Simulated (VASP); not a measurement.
# Ni (P6/mmm) in VASP: notebook

Runs on Ni. Level: LDA. Tasks: single point, relaxation of cell and atoms.

Program: VASP 6.6.1. These are calculated values, not measurements. Logs are shortened: lines on timing, memory, paths and dates and some standing lists are left out, and cuts for length are marked.

## Step 1: The cell of the first run

It takes space group P6/mmm (No. 191, hexagonal). The conventional cell has a = 4.037 Å, b = 4.037 Å, c = 2.426 Å, α = 90.00°, β = 90.00°, γ = 120.00°. Within 3.2 Å of Ni (site symmetry 6/mmm) lie 14 Ni at 2.43 to 2.63 Å. Within 3.1 Å of Ni (site symmetry -6m2) lie 11 Ni at 2.33 to 2.63 Å.

This isn't the form of Ni at room conditions, which is fcc.

## Step 2: Single point, LDA (11.42 Å³/atom)

File INCAR:

```
  ALGO = Normal
  EDIFF = 1E-7
  ENCUT = 520
  ISIF = 2
  ISMEAR = -1
  LASPH = T
  LCHARG = F
  LREAL = F
  LWAVE = F
  NBANDS = 22
  NELM = 60
  PREC = Accurate
  SIGMA = 0.1
```

File KPOINTS:

```
k-points
0
Gamma
  11 11 15
```

File POSCAR:

```
Ni
1.0
    4.0372693722      0.0000000000      0.0000000000
   -2.0186346861      3.4963778383      0.0000000000
    0.0000000000      0.0000000000      2.4262018407
Ni
3
Direct
    1.0000000000      0.0000000000      0.0000000000
    0.3333333333      0.6666666667      0.5000000000
    0.6666666667      0.3333333333      0.5000000000
```

Potentials or basis: VASP PAW LDA potentials, release 64 (Ni).

On the command line:

```console
cat potpaw_LDA.64/Ni/POTCAR > POTCAR
mpirun -np 1 vasp_std > vasp.out
```

OUTCAR:

```text
EDIFF = 1E-7
   ENCUT = 520
   ISIF = 2
   ISMEAR = -1
   LASPH = T
   LREAL = F
   NELM = 60
   PREC = Accurate

 ion  position               nearest neighbor table
   1  0.000  0.000  0.000-   2 2.63   3 2.63   2 2.63   3 2.63   3 2.63   3 2.63   2 2.63   2 2.63
                             3 2.63   3 2.63   2 2.63   2 2.63
   2  0.333  0.667  0.500-   3 2.33   3 2.33   3 2.33   1 2.63   1 2.63   1 2.63   1 2.63   1 2.63
                             1 2.63
   3  0.667  0.333  0.500-   2 2.33   2 2.33   2 2.33   1 2.63   1 2.63   1 2.63   1 2.63   1 2.63
                             1 2.63

  LATTYP: Found a hexagonal cell.
 ALAT       =     4.0372693722
 C/A-ratio  =     0.6009511918

  Lattice vectors:

 A1 = (   4.0372693722,   0.0000000000,   0.0000000000)
 A2 = (  -2.0186346861,   3.4963778383,   0.0000000000)
 A3 = (   0.0000000000,   0.0000000000,   2.4262018407)

Analysis of symmetry for initial positions (statically):
=====================================================================
 Subroutine PRICEL returns:
 Original cell was already a primitive cell.

 Routine SETGRP: Setting up the symmetry group for a
 hexagonal supercell.

 Subroutine GETGRP returns: Found 24 space group operations
 (whereof 24 operations were pure point group operations)
 out of a pool of 24 trial point group operations.

The static configuration has the point symmetry D_6h.

Analysis of symmetry for dynamics (positions and initial velocities):
=====================================================================
 Subroutine PRICEL returns:
 Original cell was already a primitive cell.

 Routine SETGRP: Setting up the symmetry group for a
 hexagonal supercell.

 Subroutine GETGRP returns: Found 24 space group operations
 (whereof 24 operations were pure point group operations)
 out of a pool of 24 trial point group operations.

The dynamic configuration has the point symmetry D_6h.

 Subroutine INISYM returns: Found 24 space group operations
 (whereof 24 operations are pure point group operations),
 and found     1 'primitive' translations

----------------------------------------------------------------------------------------

                                     Primitive cell

  volume of cell :      34.2478

  direct lattice vectors                    reciprocal lattice vectors
     4.037269372  0.000000000  0.000000000     0.247692167  0.143005139  0.000000000
    -2.018634686  3.496377838  0.000000000     0.000000000  0.286010279  0.000000000
     0.000000000  0.000000000  2.426201841     0.000000000  0.000000000  0.412166862

  length of vectors
     4.037269372  4.037269372  2.426201841     0.286010279  0.286010279  0.412166862

  position of ions in fractional coordinates (direct lattice)
     0.000000000  0.000000000  0.000000000
     0.333333333  0.666666667  0.500000000
     0.666666667  0.333333333  0.500000000

  ion indices of the primitive-cell ions
   primitive index   ion index
                 1           1
                 2           2
                 3           3

----------------------------------------------------------------------------------------

 KPOINTS: k-points

Automatic generation of k-mesh.
 Grid dimensions read from file:
 generate k-points for:   11   11   15

 Generating k-lattice:

  Cartesian coordinates                     Fractional coordinates (reciprocal lattice)
     0.022517470  0.013000467  0.000000000     0.090909091  0.000000000  0.000000000
     0.000000000  0.026000934  0.000000000     0.000000000  0.090909091  0.000000000
     0.000000000  0.000000000  0.027477791     0.000000000  0.000000000  0.066666667

  Length of vectors
     0.026000934  0.026000934  0.027477791

  Shift w.r.t. Gamma in fractional coordinates (k-lattice)
     0.000000000  0.000000000  0.000000000

 Subroutine IBZKPT returns following result:
 ===========================================

 Found    128 irreducible k-points:

 Following reciprocal coordinates:
            Coordinates               Weight
  0.000000  0.000000  0.000000      1.000000
  0.090909  0.000000  0.000000      6.000000
  0.181818  0.000000  0.000000      6.000000
  0.272727  0.000000  0.000000      6.000000
  0.363636 -0.000000  0.000000      6.000000
  0.454545  0.000000  0.000000      6.000000
[... 16 lines left out ...]
  0.090909  0.090909  0.066667     12.000000
  0.181818  0.090909  0.066667     24.000000
 [... further k-points ...]
   k-points           NKPTS =    128   k-points in BZ     NKDIM =    128   number of bands    NBANDS=     22
   number of dos      NEDOS =    301   number of ions     NIONS =      3
   total plane-waves  NPLWV =  16200
   dimension x,y,z NGX =    30 NGY =   30 NGZ =   18
   dimension x,y,z NGXF=    60 NGYF=   60 NGZF=   36
   ions per type =               3
   NGX,Y,Z   is equivalent  to a cutoff of  12.35, 12.35, 12.33 a.u.
   NGXF,Y,Z  is equivalent  to a cutoff of  24.71, 24.71, 24.67 a.u.
 SYSTEM =  unknown system
   PREC   = accura    normal or accurate (medium, high low for compatibility)
   ISTART =      0    job   : 0-new  1-cont  2-samecut
   ICHARG =      2    charge: 1-file 2-atom 10-const
   ISPIN  =      1    spin polarized calculation?
   LNONCOLLINEAR =      F non collinear calculations
   LSORBIT =      F    spin-orbit coupling
   LASPH  =      T    aspherical Exc in radial PAW
   ENCUT  =  520.0 eV  38.22 Ry    6.18 a.u.   7.51  7.51  4.51*2*pi/ulx,y,z
   NELM   =     60;   NELMIN=  2; NELMDL= -5     # of ELM steps
   EDIFF  = 0.1E-06   stopping-criterion for ELM
   LREAL  =      F    real-space projection
   EDIFFG = 0.1E-05   stopping-criterion for IOM
   NSW    =      0    number of steps for IOM
   IBRION =     -1    ionic relax: 0-MD 1-quasi-New 2-CG
   NFREE  =      0    steps in history (QN), initial steepest desc. (CG)
   ISIF   =      2    stress and relaxation
   ISYM   =      2    0-nonsym 1-usesym 2-fastsym
   POTIM  = 0.5000    time-step for ionic-motion
   TEBEG  =    0.0;   TEEND  =   0.0 temperature during run
   PSTRESS=    0.0 pullay stress
   NELECT =      30.0000    total number of electrons
   NUPDOWN=      -1.0000    fix difference up-down
   EMIN   =  10.00;   EMAX   =-10.00  energy-range for DOS
   EFERMI =   0.00;   METHOD = LEGACY
   ISMEAR =    -1;   SIGMA  =   0.10  broadening in eV -4-tet -1-fermi 0-gaus
   EFERMI_NEDOS =   21; number of points for ismear=-14 and -15
   IALGO  =     38    algorithm
   IMIX   =      4    mixing-type and parameters
     AMIX     =   0.40;   BMIX     =  1.00
     AMIX_MAG =   1.60;   BMIX_MAG =  1.00
  volume/ion in A,a.u.               =      11.42        77.04
  Fermi-wavevector in a.u.,A,eV,Ry     =   1.566406  2.960077 33.383618  2.453627
  Thomas-Fermi vector in A             =   2.668738
   LORBIT       =      0    0 simple, 1 ext, 2 COOP (PROOUT), +10 PAW based schemes
   GGA     = CA    functional components
   LHFCALC =     F    Hartree Fock is set to
   AEXX    =    0.0000 exact exchange contribution
   IVDW    =     0    specifies the selected vdW correction
   LEPSILON=     F    determine dielectric tensor
   LRPA    =     F    only Hartree local field effects (RPA)
 non-spin polarized calculation
  energy-cutoff  :      520.00
  volume of cell :       34.25
 maximum number of plane-waves:       939
 NGX is ok and might be reduce to    30
   NGX = 15   NGY = 15   NGZ =  9

 number of electron      29.9999983 magnetization

 Free energy of the ion-electron system (eV)
  ---------------------------------------------------
  ext. energy  EPLUGINS =         0.00000000
  ---------------------------------------------------
  free energy    TOTEN  =       -19.13518705 eV

  energy without entropy =      -18.86622198  energy(sigma->0) =      -19.00070451

 E-fermi :   8.2421     XC(G=0): -13.3189

 val. band max:        8.2399356510   @ k =   0.3636   0.0909   0.1333
 cond. band min:       8.2448094708   @ k =   0.3636   0.0909   0.2667
 fundamental gap:      0.0048738198
 Fermi energy:         8.2420778575

 k-point     1 :       0.0000    0.0000    0.0000
  band No.  band energies     occupation
      1      -0.2660      2.00000
      2       4.6044      2.00000
      3       5.6882      2.00000
      4       5.6882      2.00000
      5       5.7087      2.00000
      6       5.7087      2.00000
[... 14 lines left out ...]
     21      16.3514      0.00000
     22      16.4797      0.00000

 k-point     2 :       0.0909    0.0000    0.0000
  band No.  band energies     occupation
      1      -0.1569      2.00000
      2       4.6084      2.00000
      3       5.3841      2.00000
      4       5.5419      2.00000
      5       5.6500      2.00000
      6       5.9309      2.00000
[... 14 lines left out ...]
     21      16.9455      0.00000
     22      17.4616      0.00000

 k-point     3 :       0.1818    0.0000    0.0000
  band No.  band energies     occupation
      1       0.1664      2.00000
      2       4.5713      2.00000
      3       5.0530      2.00000
      4       5.4249      2.00000
      5       5.4759      2.00000
      6       5.9768      2.00000
[... 14 lines left out ...]
     21      18.0251      0.00000
     22      19.6163      0.00000

 k-point     4 :       0.2727    0.0000    0.0000
  band No.  band energies     occupation
      1       0.6914      2.00000
      2       4.3729      2.00000
      3       4.7065      2.00000
      4       5.2618      2.00000
      5       5.4856      2.00000
      6       5.9201      2.00000
[... 14 lines left out ...]
     21      19.4487      0.00000
     22      22.0260      0.00000

 k-point     5 :       0.3636   -0.0000    0.0000
  band No.  band energies     occupation
      1       1.3940      2.00000
      2       3.9376      2.00000
      3       4.2756      2.00000
      4       5.3249      2.00000
      5       5.5466      2.00000
      6       5.8033      2.00000
[... 14 lines left out ...]
     21      21.1659      0.00000
     22      24.4707      0.00000

 k-point     6 :       0.4545    0.0000    0.0000
  band No.  band energies     occupation
      1       2.2308      2.00000
      2       3.1303      2.00000
      3       4.1044      2.00000
      4       5.4784      2.00000
      5       5.6119      2.00000
      6       5.6493      2.00000
[... 14 lines left out ...]
     21      23.1296      0.00000
     22      24.5841      0.00000

 k-point     7 :       0.0909    0.0909    0.0000
  band No.  band energies     occupation
      1       0.0592      2.00000
      2       4.5934      2.00000
      3       5.1685      2.00000
      4       5.2985      2.00000
      5       5.7193      2.00000
      6       5.9359      2.00000
[... 324 lines left out ...]
      6       5.9722      2.00000
[... 14 lines left out ...]
     21      19.5291      0.00000
     22      22.1292      0.00000

 k-point    21 :       0.3636   -0.0000    0.0667
  band No.  band energies     occupation
      1       1.5044      2.00000
      2       4.0205      2.00000
      3       4.3393      2.00000
      4       5.3485      2.00000
      5       5.5453      2.00000
      6       5.8547      2.00000
[... 14 lines left out ...]
     21      21.2504      0.00000
     22      24.5719      0.00000

 k-point    22 :       0.4545    0.0000    0.0667
  band No.  band energies     occupation
      1       2.3338      2.00000
      2       3.2231      2.00000
      3       4.1735      2.00000
      4       5.5121      2.00000
      5       5.6116      2.00000
      6       5.6961      2.00000
[... 14 lines left out ...]
     21      23.2092      0.00000
     22      24.6841      0.00000

 k-point    23 :       0.0909    0.0909    0.0667
  band No.  band energies     occupation
      1       0.1787      2.00000
      2       4.6689      2.00000
      3       5.1907      2.00000
      4       5.2901      2.00000
      5       5.7526      2.00000
      6       5.8942      2.00000
[... 14 lines left out ...]
     21      18.6351      0.00000
     22      18.6922      0.00000

 k-point    24 :       0.1818    0.0909    0.0667
  band No.  band energies     occupation
      1       0.6001      2.00000
      2       4.5410      2.00000
      3       4.8836      2.00000
      4       5.2168      2.00000
      5       5.6597      2.00000
      6       5.9899      2.00000
[... 14 lines left out ...]
     21      20.0648      0.00000
     22      20.9951      0.00000

 [... further k-points ...]

------------------------ aborting loop because EDIFF is reached ----------------------------------------

  FORCE on cell =-STRESS in cart. coord.  units (eV):
  Direction    XX          YY          ZZ          XY          YZ          ZX
  --------------------------------------------------------------------------------------
  -------------------------------------------------------------------------------------
  Total       -4.4970210     -4.4970210     -4.3893295      0.0000000      0.0000000      0.0000000
  in kB     -210.3790483   -210.3790483   -205.3410386      0.0000000      0.0000000      0.0000000
  external PRESSURE =    -208.6997117 kB  Pullay stress =       0.0000000 kB

 VOLUME and BASIS-vectors are now :
 -----------------------------------------------------------------------------
  energy-cutoff  :      520.00
  volume of cell :       34.25
      direct lattice vectors                 reciprocal lattice vectors
     4.037269372  0.000000000  0.000000000     0.247692167  0.143005139  0.000000000
    -2.018634686  3.496377838  0.000000000     0.000000000  0.286010279  0.000000000
     0.000000000  0.000000000  2.426201841     0.000000000  0.000000000  0.412166862

 POSITION                                       TOTAL-FORCE (eV/Angst)
 -----------------------------------------------------------------------------------
      0.00000      0.00000      0.00000         0.000000      0.000000      0.000000
     -0.00000      2.33092      1.21310        -0.000000     -0.000000     -0.000000
      2.01863      1.16546      1.21310         0.000000      0.000000      0.000000
 -----------------------------------------------------------------------------------
    total drift:                               -0.000000      0.000000      0.000000

  FREE ENERGIE OF THE ION-ELECTRON SYSTEM (eV)
  ---------------------------------------------------
  free  energy   TOTEN  =       -19.1351870520 eV

  energy  without entropy=      -18.8662219751  energy(sigma->0) =      -19.00070451
```

Wall time 2.6 min (1 thread of Intel Xeon 8259CL, shared host); peak memory 0.19 GiB.

What came out:

| Quantity | Value |
| --- | --- |
| Free energy | -19.1352 eV |
| Pressure | -20.9 GPa |
| Band gap on the k mesh | zero (bands 15 and 16 overlap by 0.50 eV) |

Stress tensor (GPa, compression positive):
```
-21.04   0.00   0.00
  0.00 -21.04   0.00
  0.00   0.00 -20.53
```

Caveat: the cell stands under tension; the run has no spin polarisation, though such a crystal can be magnetic. Spin polarisation is off, so any magnetic state and its effect on volume and gap are missing.

(Part 1 of 2 ends here.)
